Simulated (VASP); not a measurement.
# ZnGeP2 (I-42d) in VASP: notebook

Aim: see how the results for ZnGeP2 move with the level of theory and the settings. Levels: LDA, PBEsol, PBE. Tasks: single point.

Program: VASP 6.6.1. These are calculated values, not measurements. Logs are shortened: lines on timing, memory, paths and dates and some standing lists are left out, and cuts for length are marked.

## Step 1: The cell of the first run

The structure is tetragonal, space group I-42d (No. 122). Conventional cell: a = 5.375 Å, b = 5.375 Å, c = 10.624 Å, α = 90.00°, β = 90.00°, γ = 90.00°. Zn (site symmetry -4) has 4 P at 2.32 Å within 3.1 Å. Ge (site symmetry -4) has 4 P at 2.32 Å within 3.1 Å. Within 3.1 Å of P (site symmetry 2) lie 2 Ge at 2.32 Å and 2 Zn at 2.32 Å.

## Step 2: Single point, LDA

INCAR reads:

```
PREC = Accurate
ENCUT = 500
EDIFF = 1E-6
ISMEAR = -1
SIGMA = 0.02
LREAL = False
LASPH = True
NELM = 120
ALGO = Normal
ISIF = 2
LWAVE = False
LCHARG = False
GGA = CA
NBANDS = 46
GGA_COMPAT = False
```

KPOINTS reads:

```
Automatic mesh
0
Gamma
  6 6 6
```

POSCAR reads:

```
ZnGeP2
1.0
   -2.6873326492      2.6873326492      5.3121889588
    2.6873326492     -2.6873326492      5.3121889588
    2.6873326492      2.6873326492     -5.3121889588
Zn Ge P
2 2 4
Direct
    0.0000000000      0.0000000000      0.0000000000
    0.7500000000      0.2500000000      0.5000000000
    0.5000000000      0.5000000000      0.0000000000
    0.2500000000      0.7500000000      0.5000000000
    0.3750000000      0.3753169415      0.5003169415
    0.6246830585      0.1250000000      0.9996830585
    0.8750000000      0.8746830585      0.4996830585
    0.1253169415      0.6250000000      0.0003169415
```

Potentials or basis: VASP PAW LDA potentials, release 64 (Zn, Ge_d, P).

The run is started by

```console
> cat potpaw_LDA.64/Zn/POTCAR potpaw_LDA.64/Ge_d/POTCAR potpaw_LDA.64/P/POTCAR > POTCAR
> mpirun -np 1 vasp_std > vasp.out
```

OUTCAR:

```text
PREC = Accurate
   ENCUT = 500
   EDIFF = 1E-6
   ISMEAR = -1
   LREAL = False
   LASPH = True
   NELM = 120
   ISIF = 2
   GGA = CA

 ion  position               nearest neighbor table
   1  0.000  0.000  0.000-   5 2.32   6 2.32   8 2.32   7 2.32
   2  0.750  0.250  0.500-   8 2.32   5 2.32   7 2.32   6 2.32
   3  0.500  0.500  0.000-   5 2.32   6 2.32   7 2.32   8 2.32
   4  0.250  0.750  0.500-   5 2.32   6 2.32   7 2.32   8 2.32
   5  0.375  0.375  0.500-   3 2.32   4 2.32   2 2.32   1 2.32
   6  0.625  0.125  1.000-   3 2.32   4 2.32   2 2.32   1 2.32
   7  0.875  0.875  0.500-   3 2.32   4 2.32   1 2.32   2 2.32
   8  0.125  0.625  0.000-   3 2.32   4 2.32   1 2.32   2 2.32

  LATTYP: Found a body centered tetragonal cell.
 ALAT       =     5.3746652984
 C/A-ratio  =     1.9767515422

  Lattice vectors:

 A1 = (  -2.6873326492,   2.6873326492,   5.3121889588)
 A2 = (   2.6873326492,  -2.6873326492,   5.3121889588)
 A3 = (   2.6873326492,   2.6873326492,  -5.3121889588)

Analysis of symmetry for initial positions (statically):
=====================================================================
 Subroutine PRICEL returns:
 Original cell was already a primitive cell.

 Routine SETGRP: Setting up the symmetry group for a
 body centered tetragonal supercell.

 Subroutine GETGRP returns: Found  8 space group operations
 (whereof  4 operations were pure point group operations)
 out of a pool of 16 trial point group operations.

The static configuration has the point symmetry S_4 .
 The point group associated with its full space group is D_2d.

Analysis of symmetry for dynamics (positions and initial velocities):
=====================================================================
 Subroutine PRICEL returns:
 Original cell was already a primitive cell.

 Routine SETGRP: Setting up the symmetry group for a
 body centered tetragonal supercell.

 Subroutine GETGRP returns: Found  8 space group operations
 (whereof  4 operations were pure point group operations)
 out of a pool of 16 trial point group operations.

The dynamic configuration has the point symmetry S_4 .
 The point group associated with its full space group is D_2d.

 Subroutine INISYM returns: Found  8 space group operations
 (whereof  4 operations are pure point group operations),
 and found     1 'primitive' translations

----------------------------------------------------------------------------------------

                                     Primitive cell

  volume of cell :     153.4533

  direct lattice vectors                    reciprocal lattice vectors
    -2.687332649  2.687332649  5.312188959     0.000000000  0.186058097  0.094123158
     2.687332649 -2.687332649  5.312188959     0.186058097  0.000000000  0.094123158
     2.687332649  2.687332649 -5.312188959     0.186058097  0.186058097  0.000000000

  length of vectors
     6.531681642  6.531681642  6.531681642     0.208510874  0.208510874  0.263125885

  position of ions in fractional coordinates (direct lattice)
     0.000000000  0.000000000  0.000000000
     0.750000000  0.250000000  0.500000000
     0.500000000  0.500000000  0.000000000
     0.250000000  0.750000000  0.500000000
     0.375000000  0.375316942  0.500316942
     0.624683058  0.125000000  0.999683058
     0.875000000  0.874683058  0.499683058
     0.125316942  0.625000000  0.000316942

  ion indices of the primitive-cell ions
   primitive index   ion index
                 1           1
                 2           2
                 3           3
                 4           4
                 5           5
                 6           6
                 7           7
                 8           8

----------------------------------------------------------------------------------------

 KPOINTS: Automatic mesh

Automatic generation of k-mesh.
 Grid dimensions read from file:
 generate k-points for:    6    6    6

 Generating k-lattice:

  Cartesian coordinates                     Fractional coordinates (reciprocal lattice)
     0.000000000  0.031009683  0.015687193     0.166666667  0.000000000  0.000000000
     0.031009683  0.000000000  0.015687193     0.000000000  0.166666667  0.000000000
     0.031009683  0.031009683  0.000000000     0.000000000  0.000000000  0.166666667

  Length of vectors
     0.034751812  0.034751812  0.043854314

  Shift w.r.t. Gamma in fractional coordinates (k-lattice)
     0.000000000  0.000000000  0.000000000

 Subroutine IBZKPT returns following result:
 ===========================================

 Found     30 irreducible k-points:

 Following reciprocal coordinates:
            Coordinates               Weight
  0.000000  0.000000  0.000000      1.000000
  0.166667  0.000000  0.000000      8.000000
  0.333333  0.000000 -0.000000      8.000000
  0.500000  0.000000  0.000000      4.000000
  0.166667  0.166667  0.000000      8.000000
  0.333333  0.166667  0.000000     16.000000
[... 16 lines left out ...]
 -0.333333 -0.333333  0.166667      8.000000
 -0.166667 -0.333333  0.166667      8.000000
 [... further k-points ...]
   k-points           NKPTS =     30   k-points in BZ     NKDIM =     30   number of bands    NBANDS=     46
   number of dos      NEDOS =    301   number of ions     NIONS =      8
   total plane-waves  NPLWV = 110592
   dimension x,y,z NGX =    48 NGY =   48 NGZ =   48
   dimension x,y,z NGXF=    96 NGYF=   96 NGZF=   96
   ions per type =               2   2   4
   NGX,Y,Z   is equivalent  to a cutoff of  12.22, 12.22, 12.22 a.u.
   NGXF,Y,Z  is equivalent  to a cutoff of  24.43, 24.43, 24.43 a.u.
 SYSTEM =  unknown system
   PREC   = accura    normal or accurate (medium, high low for compatibility)
   ISTART =      0    job   : 0-new  1-cont  2-samecut
   ICHARG =      2    charge: 1-file 2-atom 10-const
   ISPIN  =      1    spin polarized calculation?
   LNONCOLLINEAR =      F non collinear calculations
   LSORBIT =      F    spin-orbit coupling
   LASPH  =      T    aspherical Exc in radial PAW
   ENCUT  =  500.0 eV  36.75 Ry    6.06 a.u.  11.91 11.91 11.91*2*pi/ulx,y,z
   NELM   =    120;   NELMIN=  2; NELMDL= -5     # of ELM steps
   EDIFF  = 0.1E-05   stopping-criterion for ELM
   LREAL  =      F    real-space projection
   EDIFFG = 0.1E-04   stopping-criterion for IOM
   NSW    =      0    number of steps for IOM
   IBRION =     -1    ionic relax: 0-MD 1-quasi-New 2-CG
   NFREE  =      0    steps in history (QN), initial steepest desc. (CG)
   ISIF   =      2    stress and relaxation
   ISYM   =      2    0-nonsym 1-usesym 2-fastsym
   POTIM  = 0.5000    time-step for ionic-motion
   TEBEG  =    0.0;   TEEND  =   0.0 temperature during run
   PSTRESS=    0.0 pullay stress
   NELECT =      72.0000    total number of electrons
   NUPDOWN=      -1.0000    fix difference up-down
   EMIN   =  10.00;   EMAX   =-10.00  energy-range for DOS
   EFERMI =   0.00;   METHOD = LEGACY
   ISMEAR =    -1;   SIGMA  =   0.02  broadening in eV -4-tet -1-fermi 0-gaus
   EFERMI_NEDOS =   21; number of points for ismear=-14 and -15
   IALGO  =     38    algorithm
   IMIX   =      4    mixing-type and parameters
     AMIX     =   0.40;   BMIX     =  1.00
     AMIX_MAG =   1.60;   BMIX_MAG =  1.00
  volume/ion in A,a.u.               =      19.18       129.44
  Fermi-wavevector in a.u.,A,eV,Ry     =   1.272116  2.403952 22.018040  1.618280
  Thomas-Fermi vector in A             =   2.405012
   LORBIT       =      0    0 simple, 1 ext, 2 COOP (PROOUT), +10 PAW based schemes
   GGA     = CA    functional components
   LHFCALC =     F    Hartree Fock is set to
   AEXX    =    0.0000 exact exchange contribution
   IVDW    =     0    specifies the selected vdW correction
   LEPSILON=     F    determine dielectric tensor
   LRPA    =     F    only Hartree local field effects (RPA)
 non-spin polarized calculation
  energy-cutoff  :      500.00
  volume of cell :      153.45
 maximum number of plane-waves:      3920
   NGX = 23   NGY = 23   NGZ = 23

 number of electron      71.9999993 magnetization

 Free energy of the ion-electron system (eV)
  ---------------------------------------------------
  ext. energy  EPLUGINS =         0.00000000
  ---------------------------------------------------
  free energy    TOTEN  =       -39.95775356 eV

  energy without entropy =      -39.95775356  energy(sigma->0) =      -39.95775356

 E-fermi :   5.0228     XC(G=0): -10.3506

 val. band max:        4.6210101142   @ k =   0.0000   0.0000   0.0000
 cond. band min:       5.6856197182   @ k =   0.5000   0.5000   0.5000
 fundamental gap:      1.0646096039
 Fermi energy:         5.0228197372

 k-point     1 :       0.0000    0.0000    0.0000
  band No.  band energies     occupation
      1     -20.4087      2.00000
      2     -20.4073      2.00000
      3     -20.4073      2.00000
      4     -20.4019      2.00000
      5     -20.3956      2.00000
      6     -20.3956      2.00000
[... 38 lines left out ...]
     45       9.6147      0.00000
     46       9.6426      0.00000

 k-point     2 :       0.1667    0.0000    0.0000
  band No.  band energies     occupation
      1     -20.4088      2.00000
      2     -20.4074      2.00000
      3     -20.4069      2.00000
      4     -20.4021      2.00000
      5     -20.3964      2.00000
      6     -20.3953      2.00000
[... 38 lines left out ...]
     45       9.4089      0.00000
     46      10.1089      0.00000

 k-point     3 :       0.3333    0.0000   -0.0000
  band No.  band energies     occupation
      1     -20.4088      2.00000
      2     -20.4076      2.00000
      3     -20.4058      2.00000
      4     -20.4019      2.00000
      5     -20.3983      2.00000
      6     -20.3947      2.00000
[... 1018 lines left out ...]
     45       9.5133      0.00000
     46      10.2568      0.00000

 k-point    24 :      -0.1667   -0.3333    0.1667
  band No.  band energies     occupation
      1     -20.4085      2.00000
      2     -20.4081      2.00000
      3     -20.4073      2.00000
      4     -20.4028      2.00000
      5     -20.3954      2.00000
      6     -20.3945      2.00000
[... 38 lines left out ...]
     45       9.0696      0.00000
     46       9.6479      0.00000

 [... further k-points ...]
[... 5 lines left out ...]
  --------------------------------------------------------------------------------------
  -------------------------------------------------------------------------------------
  Total        0.1105644      0.1105644      0.1257686      0.0000000      0.0000000      0.0000000
  in kB        1.1543823      1.1543823      1.3131257      0.0000000      0.0000000      0.0000000
  external PRESSURE =       1.2072968 kB  Pullay stress =       0.0000000 kB

 VOLUME and BASIS-vectors are now :
 -----------------------------------------------------------------------------
  energy-cutoff  :      500.00
  volume of cell :      153.45
      direct lattice vectors                 reciprocal lattice vectors
    -2.687332649  2.687332649  5.312188959     0.000000000  0.186058097  0.094123158
     2.687332649 -2.687332649  5.312188959     0.186058097  0.000000000  0.094123158
     2.687332649  2.687332649 -5.312188959     0.186058097  0.186058097  0.000000000

 POSITION                                       TOTAL-FORCE (eV/Angst)
 -----------------------------------------------------------------------------------
      0.00000      0.00000      0.00000         0.000000      0.000000     -0.000000
      0.00000      2.68733      2.65609         0.000000      0.000000     -0.000000
      0.00000      0.00000      5.31219         0.000000     -0.000000     -0.000000
      2.68733      0.00000      2.65609         0.000000      0.000000      0.000000
      1.34537      1.34367      1.32805         0.029006     -0.000000      0.000000
      1.34367      4.02930     -1.32805         0.000000     -0.029006     -0.000000
      1.34196      1.34367      6.64024        -0.029006      0.000000     -0.000000
      1.34367     -1.34196      3.98414         0.000000      0.029006      0.000000
 -----------------------------------------------------------------------------------
    total drift:                               -0.000004     -0.000004     -0.000005

  FREE ENERGIE OF THE ION-ELECTRON SYSTEM (eV)
  ---------------------------------------------------
  free  energy   TOTEN  =       -39.9577535614 eV

  energy  without entropy=      -39.9577535614  energy(sigma->0) =      -39.95775356
```

Wall time 5.9 min (1 thread of Oxide Virtual Turin-like, shared host); peak memory 0.33 GiB.

What came out:

```yaml
Free_energy: -39.9578 eV
Pressure: 0.1 GPa
Largest_force: 0.029 eV/Å
Band_gap_on_the_k_mesh: 1.06 eV (least direct gap 1.18 eV)
```

Forces on the atoms (eV/Å):
```
Zn   0.000  0.000  0.000
Zn   0.000  0.000  0.000
Ge   0.000  0.000  0.000
Ge   0.000  0.000  0.000
P    0.029  0.000  0.000
P    0.000 -0.029  0.000
P   -0.029  0.000  0.000
P    0.000  0.029  0.000
```

Levels at points of the mesh, in eV from the valence-band top:
```tsv
k point	band 34	band 35	band 36	band 37	band 38	band 39
(0.00, 0.00, 0.00)	-0.07	-0.07	0.00	1.18	1.44	1.49
(0.50, 0.00, 0.00)	-2.04	-1.76	-1.07	2.41	2.48	2.71
(0.50, 0.50, 0.00)	-1.27	-0.81	-0.81	1.17	1.17	2.96
(0.50, 0.50, 0.50)	-2.03	-1.49	-1.49	1.06	1.06	1.26
```

A k mesh can miss the band edges.

## Step 3: Single point, PBEsol

This run uses another cell than the first one, of 19.70 Å³/atom.

INCAR reads:

```
SYSTEM = ZnGeP2
  PREC = Accurate
  ENCUT = 500
  EDIFF = 1E-6
  ISMEAR = -1
  SIGMA = 0.02
  LREAL = .False.
  LASPH = .True.
  NELM = 120
  ALGO = Normal
  ISIF = 2
  LWAVE = .False.
  LCHARG = .False.
  GGA = PS
  NBANDS = 46
  GGA_COMPAT = .False.
```

KPOINTS reads:

```
regular mesh
0
Gamma
  6 6 6
  0 0 0
```

POSCAR reads:

```
ZnGeP2
1.0
   -2.7123031152      2.7123031152      5.3547672690
    2.7123031152     -2.7123031152      5.3547672690
    2.7123031152      2.7123031152     -5.3547672690
Zn Ge P
2 2 4
Direct
    0.0000000000      0.0000000000      0.0000000000
    0.7500000000      0.2500000000      0.5000000000
    0.5000000000      0.5000000000      0.0000000000
    0.2500000000      0.7500000000      0.5000000000
    0.3750000000      0.3766517569      0.5016517569
    0.6233482431      0.1250000000      0.9983482431
    0.8750000000      0.8733482431      0.4983482431
    0.1266517569      0.6250000000      0.0016517569
```

Potentials or basis: VASP PAW PBE potentials, release 64 (Zn, Ge_d, P).

The run is started by

```console
> cat potpaw_PBE.64/Zn/POTCAR potpaw_PBE.64/Ge_d/POTCAR potpaw_PBE.64/P/POTCAR > POTCAR
> mpirun -np 1 vasp_std > vasp.out
```

Run time: 7.9 min. Hardware: 1 thread of Oxide Virtual Turin-like, shared host; peak memory 0.39 GiB.

Results (log left out):

```
Free energy            : -37.7574 eV
Pressure               : 0.0 GPa
Largest force          : 0.030 eV/Å
Band gap on the k mesh : 1.13 eV (least direct gap 1.25 eV)
```

Forces on the atoms (eV/Å):
```
Zn   0.000  0.000  0.000
Zn   0.000  0.000  0.000
Ge   0.000  0.000  0.000
Ge   0.000  0.000  0.000
P    0.030  0.000  0.000
P    0.000 -0.030  0.000
P   -0.030  0.000  0.000
P    0.000  0.030  0.000
```

Levels at points of the mesh, in eV from the valence-band top:
```tsv
k point	band 34	band 35	band 36	band 37	band 38	band 39
(0.00, 0.00, 0.00)	-0.07	-0.07	0.00	1.25	1.40	1.50
(0.50, 0.00, 0.00)	-1.96	-1.70	-1.02	2.38	2.48	2.73
(0.50, 0.50, 0.00)	-1.23	-0.78	-0.78	1.17	1.17	2.97
(0.50, 0.50, 0.50)	-1.97	-1.42	-1.42	1.13	1.13	1.33
```

Caveat: the PAW data sets were made with another functional, which shifts forces and pressure a little. A k mesh can miss the band edges.

## Step 4: Single point, PBE

This run uses another cell than the first one, of 20.50 Å³/atom.

INCAR reads:

```
SYSTEM = ZnGeP2
  PREC = Accurate
  ENCUT = 500
  EDIFF = 1E-6
  ISMEAR = -1
  SIGMA = 0.02
  LREAL = .FALSE.
  LASPH = .TRUE.
  NELM = 120
  ALGO = Normal
  ISIF = 2
  LWAVE = .FALSE.
  LCHARG = .FALSE.
  GGA = PE
  NBANDS = 46
  GGA_COMPAT = .FALSE.
```

KPOINTS reads:

```
Automatic mesh
0
G
  6 6 6
  0 0 0
```

POSCAR reads:

```
ZnGeP2
1.0
   -2.7501687102      2.7501687102      5.4216915434
    2.7501687102     -2.7501687102      5.4216915434
    2.7501687102      2.7501687102     -5.4216915434
Zn Ge P
2 2 4
Direct
    0.0000000000      0.0000000000      0.0000000000
    0.7500000000      0.2500000000      0.5000000000
    0.5000000000      0.5000000000      0.0000000000
    0.2500000000      0.7500000000      0.5000000000
    0.3750000000      0.3782956481      0.5032956481
    0.6217043519      0.1250000000      0.9967043519
    0.8750000000      0.8717043519      0.4967043519
    0.1282956481      0.6250000000      0.0032956481
```

The run is started by

```console
> cat potpaw_PBE.64/Zn/POTCAR potpaw_PBE.64/Ge_d/POTCAR potpaw_PBE.64/P/POTCAR > POTCAR
> mpirun -np 1 vasp_std > vasp.out
```

Wall time 9.2 min (1 thread of Oxide Virtual Turin-like, shared host); peak memory 0.42 GiB.

Results (log left out):

| Quantity | Value |
| --- | --- |
| Free energy | -34.5604 eV |
| Pressure | 0.0 GPa |
| Largest force | 0.034 eV/Å |
| Band gap on the k mesh | 1.15 eV (least direct gap 1.18 eV) |

Forces on the atoms (eV/Å):
```
Zn   0.000  0.000  0.000
Zn   0.000  0.000  0.000
Ge   0.000  0.000  0.000
Ge   0.000  0.000  0.000
P    0.034  0.000  0.000
P    0.000 -0.034  0.000
P   -0.034  0.000  0.000
P    0.000  0.034  0.000
```

Levels at points of the mesh, in eV from the valence-band top:
```csv
k point,band 32,band 33,band 34,band 35,band 36,band 37,band 38,band 39,band 40,band 41
"(0.00, 0.00, 0.00)",-2.49,-2.49,-0.08,-0.08,0.00,1.18,1.46,1.64,3.15,3.15
"(0.50, 0.00, 0.00)",-2.64,-2.41,-1.80,-1.58,-0.93,2.31,2.47,2.80,3.92,4.09
"(0.50, 0.50, 0.00)",-1.82,-1.16,-1.16,-0.72,-0.72,1.15,1.15,2.99,2.99,4.04
"(0.50, 0.50, 0.50)",-2.47,-1.87,-1.87,-1.30,-1.30,1.26,1.26,1.53,1.53,2.45
```

A k mesh can miss the band edges.

## Step 5: Summary

```csv
level,potentials or basis,cell,gap on the mesh (eV),pressure (GPa),largest force (eV/Å)
LDA,"VASP PAW LDA potentials, release 64 (Zn, Ge_d, P)","a = 6.532 Å, angles 131.4, 131.4, 71.2°, 8 atoms, atomic positions A",1.06,0.1,0.03
PBEsol,"VASP PAW PBE potentials, release 64 (Zn, Ge_d, P)","a = 6.587 Å, angles 131.4, 131.4, 71.2°, 8 atoms, atomic positions B",1.13,0.0,0.03
PBE,"VASP PAW PBE potentials, release 64 (Zn, Ge_d, P)","a = 6.672 Å, angles 131.3, 131.3, 71.3°, 8 atoms, atomic positions C",1.15,0.0,0.03
```

Alike in all rows: task single point; no spin polarisation; k mesh 6 × 6 × 6; cutoff (eV) 500; smearing fermi-dirac 0.02 eV.

Caveats: the PAW data sets were made with another functional, which shifts forces and pressure a little (at least some runs).

Absolute energies hang on the potentials; compare differences alone.
